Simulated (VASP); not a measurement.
# TaH4 (I4/mmm) in VASP: notebook

TaH4 is run at these levels: PBE; tasks: single point.

All numbers are computed with VASP 6.6.1; they aren't measurements. Logs are shortened: lines on timing, memory, paths and dates and some standing lists are left out, and cuts for length are marked.

### 1 The cell of the first run

The structure is tetragonal, space group I4/mmm (No. 139). The conventional cell has a = 3.029 Å, b = 3.029 Å, c = 11.361 Å, α = 90.00°, β = 90.00°, γ = 90.00°. Ta (site symmetry 4/mmm) has 8 H at 1.92 Å within 2.5 Å. Within 2.5 Å of H (site symmetry 2mm) lie 2 Ta at 1.92 Å and 5 H at 2.14 to 2.35 Å.

The cell was built from a structure type or drawn by symmetry, and may not be a known phase.

### 2 Single point, PBE

Contents of INCAR:

```
  ALGO = Normal
  EDIFF = 1E-6
  ENCUT = 520
  GGA = PE
  ISIF = 2
  ISMEAR = 0
  LASPH = True
  LCHARG = True
  LELF = True
  LREAL = False
  LVHAR = True
  LWAVE = False
  NBANDS = 16
  NELM = 60
  PREC = Accurate
  SIGMA = 0.1
```

Contents of KPOINTS:

```
k-points
0
Gamma
  14 14 14
```

Contents of POSCAR:

```
TaH4
1.0
   -1.5143585099      1.5143585099      5.6802771341
    1.5143585099     -1.5143585099      5.6802771341
    1.5143585099      1.5143585099     -5.6802771341
Ta H
1 4
Direct
    0.0000000000      0.0000000000      0.0000000000
    0.6036060936      0.1036060936      0.5000000000
    0.1036060936      0.6036060936      0.5000000000
    0.3963939064      0.8963939064      0.5000000000
    0.8963939064      0.3963939064      0.5000000000
```

Potentials or basis: VASP PAW PBE potentials, release 64 (Ta_pv, H).

Command:

```
cat potpaw_PBE.64/Ta_pv/POTCAR potpaw_PBE.64/H/POTCAR > POTCAR
mpirun -np 1 vasp_std > vasp.out
```

OUTCAR:

```text
EDIFF = 1E-6
   ENCUT = 520
   GGA = PE
   ISIF = 2
   ISMEAR = 0
   LASPH = True
   LREAL = False
   NELM = 60
   PREC = Accurate

 ion  position               nearest neighbor table
   1  0.000  0.000  0.000-   4 1.92   5 1.92   2 1.92   3 1.92   2 1.92   3 1.92   5 1.92   4 1.92

   2  0.604  0.104  0.500-   1 1.92   1 1.92
   3  0.104  0.604  0.500-   1 1.92   1 1.92
   4  0.396  0.896  0.500-   1 1.92   1 1.92
   5  0.896  0.396  0.500-   1 1.92   1 1.92

  LATTYP: Found a body centered tetragonal cell.
 ALAT       =     3.0287170198
 C/A-ratio  =     3.7509460917

  Lattice vectors:

 A1 = (  -1.5143585099,   1.5143585099,   5.6802771341)
 A2 = (   1.5143585099,  -1.5143585099,   5.6802771341)
 A3 = (   1.5143585099,   1.5143585099,  -5.6802771341)

Analysis of symmetry for initial positions (statically):
=====================================================================
 Subroutine PRICEL returns:
 Original cell was already a primitive cell.

 Routine SETGRP: Setting up the symmetry group for a
 body centered tetragonal supercell.

 Subroutine GETGRP returns: Found 16 space group operations
 (whereof 16 operations were pure point group operations)
 out of a pool of 16 trial point group operations.

The static configuration has the point symmetry D_4h.

Analysis of symmetry for dynamics (positions and initial velocities):
=====================================================================
 Subroutine PRICEL returns:
 Original cell was already a primitive cell.

 Routine SETGRP: Setting up the symmetry group for a
 body centered tetragonal supercell.

 Subroutine GETGRP returns: Found 16 space group operations
 (whereof 16 operations were pure point group operations)
 out of a pool of 16 trial point group operations.

The dynamic configuration has the point symmetry D_4h.

 Subroutine INISYM returns: Found 16 space group operations
 (whereof 16 operations are pure point group operations),
 and found     1 'primitive' translations

----------------------------------------------------------------------------------------

                                     Primitive cell

  volume of cell :      52.1059

  direct lattice vectors                    reciprocal lattice vectors
    -1.514358510  1.514358510  5.680277134     0.000000000  0.330172807  0.088023874
     1.514358510 -1.514358510  5.680277134     0.330172807  0.000000000  0.088023874
     1.514358510  1.514358510 -5.680277134     0.330172807  0.330172807  0.000000000

  length of vectors
     6.070594017  6.070594017  6.070594017     0.341704968  0.341704968  0.466934862

  position of ions in fractional coordinates (direct lattice)
     0.000000000  0.000000000  0.000000000
     0.603606094  0.103606094  0.500000000
     0.103606094  0.603606094  0.500000000
     0.396393906  0.896393906  0.500000000
     0.896393906  0.396393906  0.500000000

  ion indices of the primitive-cell ions
   primitive index   ion index
                 1           1
                 2           2
                 3           3
                 4           4
                 5           5

----------------------------------------------------------------------------------------

 KPOINTS: k-points

Automatic generation of k-mesh.
 Grid dimensions read from file:
 generate k-points for:   14   14   14

 Generating k-lattice:

  Cartesian coordinates                     Fractional coordinates (reciprocal lattice)
     0.000000000  0.023583772  0.006287420     0.071428571  0.000000000  0.000000000
     0.023583772  0.000000000  0.006287420     0.000000000  0.071428571  0.000000000
     0.023583772  0.023583772  0.000000000     0.000000000  0.000000000  0.071428571

  Length of vectors
     0.024407498  0.024407498  0.033352490

  Shift w.r.t. Gamma in fractional coordinates (k-lattice)
     0.000000000  0.000000000  0.000000000

 Subroutine IBZKPT returns following result:
 ===========================================

 Found    244 irreducible k-points:

 Following reciprocal coordinates:
            Coordinates               Weight
  0.000000  0.000000  0.000000      1.000000
  0.071429  0.000000  0.000000      8.000000
  0.142857  0.000000  0.000000      8.000000
  0.214286  0.000000 -0.000000      8.000000
  0.285714 -0.000000  0.000000      8.000000
  0.357143  0.000000  0.000000      8.000000
[... 16 lines left out ...]
  0.214286  0.142857 -0.000000     16.000000
  0.285714  0.142857 -0.000000     16.000000
 [... further k-points ...]
   k-points           NKPTS =    244   k-points in BZ     NKDIM =    244   number of bands    NBANDS=     16
   number of dos      NEDOS =    301   number of ions     NIONS =      5
   total plane-waves  NPLWV = 110592
   dimension x,y,z NGX =    48 NGY =   48 NGZ =   48
   dimension x,y,z NGXF=    96 NGYF=   96 NGZF=   96
   ions per type =               1   4
   NGX,Y,Z   is equivalent  to a cutoff of  13.15, 13.15, 13.15 a.u.
   NGXF,Y,Z  is equivalent  to a cutoff of  26.29, 26.29, 26.29 a.u.
 SYSTEM =  unknown system
   PREC   = accura    normal or accurate (medium, high low for compatibility)
   ISTART =      0    job   : 0-new  1-cont  2-samecut
   ICHARG =      2    charge: 1-file 2-atom 10-const
   ISPIN  =      1    spin polarized calculation?
   LNONCOLLINEAR =      F non collinear calculations
   LSORBIT =      F    spin-orbit coupling
   LASPH  =      T    aspherical Exc in radial PAW
   ENCUT  =  520.0 eV  38.22 Ry    6.18 a.u.  11.29 11.29 11.29*2*pi/ulx,y,z
   NELM   =     60;   NELMIN=  2; NELMDL= -5     # of ELM steps
   EDIFF  = 0.1E-05   stopping-criterion for ELM
   LREAL  =      F    real-space projection
   EDIFFG = 0.1E-04   stopping-criterion for IOM
   NSW    =      0    number of steps for IOM
   IBRION =     -1    ionic relax: 0-MD 1-quasi-New 2-CG
   NFREE  =      0    steps in history (QN), initial steepest desc. (CG)
   ISIF   =      2    stress and relaxation
   ISYM   =      2    0-nonsym 1-usesym 2-fastsym
   POTIM  = 0.5000    time-step for ionic-motion
   TEBEG  =    0.0;   TEEND  =   0.0 temperature during run
   PSTRESS=    0.0 pullay stress
   NELECT =      15.0000    total number of electrons
   NUPDOWN=      -1.0000    fix difference up-down
   EMIN   =  10.00;   EMAX   =-10.00  energy-range for DOS
   EFERMI =   0.00;   METHOD = LEGACY
   ISMEAR =     0;   SIGMA  =   0.10  broadening in eV -4-tet -1-fermi 0-gaus
   EFERMI_NEDOS =   21; number of points for ismear=-14 and -15
   IALGO  =     38    algorithm
   IMIX   =      4    mixing-type and parameters
     AMIX     =   0.40;   BMIX     =  1.00
     AMIX_MAG =   1.60;   BMIX_MAG =  1.00
  volume/ion in A,a.u.               =      10.42        70.33
  Fermi-wavevector in a.u.,A,eV,Ry     =   1.080960  2.042718 15.898060  1.168474
  Thomas-Fermi vector in A             =   2.216964
   LORBIT       =      0    0 simple, 1 ext, 2 COOP (PROOUT), +10 PAW based schemes
   GGA     = PE    functional components
   LHFCALC =     F    Hartree Fock is set to
   AEXX    =    0.0000 exact exchange contribution
   IVDW    =     0    specifies the selected vdW correction
   LEPSILON=     F    determine dielectric tensor
   LRPA    =     F    only Hartree local field effects (RPA)
 non-spin polarized calculation
 Gauss-broadening in eV      SIGMA  =   0.10
  energy-cutoff  :      520.00
  volume of cell :       52.11
 maximum number of plane-waves:      1426
 NGX is ok and might be reduce to    48
   NGX = 23   NGY = 23   NGZ = 23

 number of electron      14.9999999 magnetization

 Free energy of the ion-electron system (eV)
  ---------------------------------------------------
  ext. energy  EPLUGINS =         0.00000000
  ---------------------------------------------------
  free energy    TOTEN  =       -24.51922317 eV

  energy without entropy =      -24.50896058  energy(sigma->0) =      -24.51409188

 E-fermi :  -0.0899     XC(G=0):  -8.4968

 val. band max:       -0.0925440962   @ k =  -0.2143   0.2143   0.0714
 cond. band min:      -0.0861983309   @ k =  -0.4286   0.1429   0.0714
 fundamental gap:      0.0063457654
 Fermi energy:        -0.0899306804

 k-point     1 :       0.0000    0.0000    0.0000
  band No.  band energies     occupation
      1     -34.7214      2.00000
      2     -34.3884      2.00000
      3     -34.3884      2.00000
      4      -8.7339      2.00000
      5      -4.5622      2.00000
      6      -4.4350      2.00000
[... 8 lines left out ...]
     15      11.9386      0.00000
     16      13.0550      0.00000

 k-point     2 :       0.0714    0.0000    0.0000
  band No.  band energies     occupation
      1     -34.7180      2.00000
      2     -34.4143      2.00000
      3     -34.3865      2.00000
      4      -8.6262      2.00000
      5      -4.5013      2.00000
      6      -4.4619      2.00000
[... 8 lines left out ...]
     15      12.1895      0.00000
     16      13.0907      0.00000

 k-point     3 :       0.1429    0.0000    0.0000
  band No.  band energies     occupation
      1     -34.7084      2.00000
      2     -34.4865      2.00000
      3     -34.3810      2.00000
      4      -8.3179      2.00000
      5      -4.5461      2.00000
      6      -4.3307      2.00000
[... 8 lines left out ...]
     15      12.8527      0.00000
     16      13.0405      0.00000

 k-point     4 :       0.2143    0.0000   -0.0000
  band No.  band energies     occupation
      1     -34.6945      2.00000
      2     -34.5892      2.00000
      3     -34.3732      2.00000
      4      -7.8519      2.00000
      5      -4.6912      2.00000
      6      -4.0875      2.00000
[... 8 lines left out ...]
     15      12.5301      0.00000
     16      12.9718      0.00000
[... 324 lines left out ...]
 k-point    22 :       0.1429    0.1429    0.0000
  band No.  band energies     occupation
      1     -34.6955      2.00000
      2     -34.4817      2.00000
      3     -34.4755      2.00000
      4      -7.8744      2.00000
      5      -4.6251      2.00000
      6      -4.0925      2.00000
[... 8 lines left out ...]
     15      12.4237      0.00000
     16      13.1630      0.00000

 k-point    23 :       0.2143    0.1429   -0.0000
  band No.  band energies     occupation
      1     -34.6817      2.00000
      2     -34.5809      2.00000
      3     -34.4700      2.00000
      4      -7.3843      2.00000
      5      -4.7105      2.00000
      6      -3.8414      2.00000
[... 8 lines left out ...]
     15      11.8661      0.00000
     16      12.4786      0.00000

 k-point    24 :       0.2857    0.1429   -0.0000
  band No.  band energies     occupation
      1     -34.6922      2.00000
      2     -34.6663      2.00000
      3     -34.4607      2.00000
      4      -6.7961      2.00000
      5      -4.8415      2.00000
      6      -3.5833      2.00000
[... 8 lines left out ...]
     15      11.2109      0.00000
     16      11.8734      0.00000

 [... further k-points ...]
[... 5 lines left out ...]
  --------------------------------------------------------------------------------------
  -------------------------------------------------------------------------------------
  Total       -0.0242423     -0.0242423     -0.0043055      0.0000000      0.0000000      0.0000000
  in kB       -0.7454136     -0.7454136     -0.1323887      0.0000000      0.0000000      0.0000000
  external PRESSURE =      -0.5410720 kB  Pullay stress =       0.0000000 kB

 VOLUME and BASIS-vectors are now :
 -----------------------------------------------------------------------------
  energy-cutoff  :      520.00
  volume of cell :       52.11
      direct lattice vectors                 reciprocal lattice vectors
    -1.514358510  1.514358510  5.680277134     0.000000000  0.330172807  0.088023874
     1.514358510 -1.514358510  5.680277134     0.330172807  0.000000000  0.088023874
     1.514358510  1.514358510 -5.680277134     0.330172807  0.330172807  0.000000000

 POSITION                                       TOTAL-FORCE (eV/Angst)
 -----------------------------------------------------------------------------------
      0.00000      0.00000      0.00000         0.000000      0.000000      0.000000
      0.00000      1.51436      1.17702         0.000000     -0.000000      0.009011
      1.51436      0.00000      1.17702        -0.000000      0.000000      0.009011
      1.51436      0.00000      4.50325        -0.000000      0.000000     -0.009011
      0.00000      1.51436      4.50325         0.000000     -0.000000     -0.009011
 -----------------------------------------------------------------------------------
    total drift:                                0.000000     -0.000000      0.000000

  FREE ENERGIE OF THE ION-ELECTRON SYSTEM (eV)
  ---------------------------------------------------
  free  energy   TOTEN  =       -24.5192231740 eV

  energy  without entropy=      -24.5089605799  energy(sigma->0) =      -24.51409188
```

Wall time 8.5 min (1 thread of Intel Xeon 6975P-C (Granite Rapids), shared host); peak memory 0.45 GiB.

Results:

| Item | Value |
| --- | --- |
| Free energy | -24.5192 eV |
| Pressure | -0.1 GPa |
| Largest force | 0.009 eV/Å |
| Band gap on the k mesh | zero (an odd number of electrons rules out a gap without spin polarisation) |

Forces on the atoms (eV/Å):
```
Ta   0.000  0.000  0.000
H    0.000  0.000  0.009
H    0.000  0.000  0.009
H    0.000  0.000 -0.009
H    0.000  0.000 -0.009
```

Levels at points of the mesh, in eV from the Fermi level:
| k point | band 5 | band 6 | band 7 | band 8 | band 9 | band 10 |
| --- | --- | --- | --- | --- | --- | --- |
| (0.00, 0.00, 0.00) | -4.47 | -4.35 | -1.27 | 2.14 | 2.14 | 2.36 |
| (0.50, 0.00, 0.00) | -5.20 | -3.40 | -1.54 | 0.13 | 1.77 | 2.61 |
| (0.50, 0.50, 0.00) | -4.39 | -2.44 | -1.94 | -1.79 | 1.31 | 5.53 |
| (0.50, 0.50, 0.50) | -4.84 | -4.48 | -0.84 | 2.16 | 2.16 | 2.47 |

Caveat: spin-orbit coupling is left out, which moves the levels of the heavy elements.

### 3 Single point, PBE

Contents of INCAR:

```
SYSTEM = TaH4
ALGO = Normal
EDIFF = 1E-7
ENCUT = 520
GGA = PE
ISIF = 2
ISMEAR = 0
LASPH = .True.
LCHARG = .True.
LELF = .True.
LREAL = .False.
LVHAR = .True.
LWAVE = .False.
NBANDS = 16
NELM = 100
PREC = Accurate
SIGMA = 0.1
```

Contents of KPOINTS:

```
k-points
0
Gamma
  14 14 14
  0 0 0
```

POSCAR is that of step 2.

Potentials or basis: VASP PAW PBE potentials, release 64 (Ta_pv, H).

Command:

```
cat potpaw_PBE.64/Ta_pv/POTCAR potpaw_PBE.64/H/POTCAR > POTCAR
mpirun -np 1 vasp_std > vasp.out
```

Run time: 12 min. Hardware: 1 thread of Intel Xeon 6975P-C (Granite Rapids), shared host; peak memory 0.45 GiB.

Results (log left out):

- Free energy: -24.5192 eV
- Pressure: -0.1 GPa
- Largest force: 0.009 eV/Å
- Band gap on the k mesh: zero (an odd number of electrons rules out a gap without spin polarisation)

Forces in eV/Å, atoms in the order of the input:
```
Ta   0.000  0.000  0.000
H    0.000  0.000  0.009
H    0.000  0.000  0.009
H    0.000  0.000 -0.009
H    0.000  0.000 -0.009
```

Levels at points of the mesh, in eV from the Fermi level:
| k point | band 4 | band 5 | band 6 | band 7 | band 8 | band 9 | band 10 | band 11 |
| --- | --- | --- | --- | --- | --- | --- | --- | --- |
| (0.00, 0.00, 0.00) | -8.64 | -4.47 | -4.35 | -1.27 | 2.14 | 2.14 | 2.36 | 4.19 |
| (0.50, 0.00, 0.00) | -6.03 | -5.20 | -3.40 | -1.54 | 0.13 | 1.77 | 2.61 | 6.14 |
| (0.50, 0.50, 0.00) | -4.46 | -4.39 | -2.44 | -1.94 | -1.79 | 1.31 | 5.53 | 7.21 |
| (0.50, 0.50, 0.50) | -8.51 | -4.84 | -4.48 | -0.84 | 2.16 | 2.16 | 2.47 | 4.19 |

Caveat: spin-orbit coupling is left out, which moves the levels of the heavy elements.
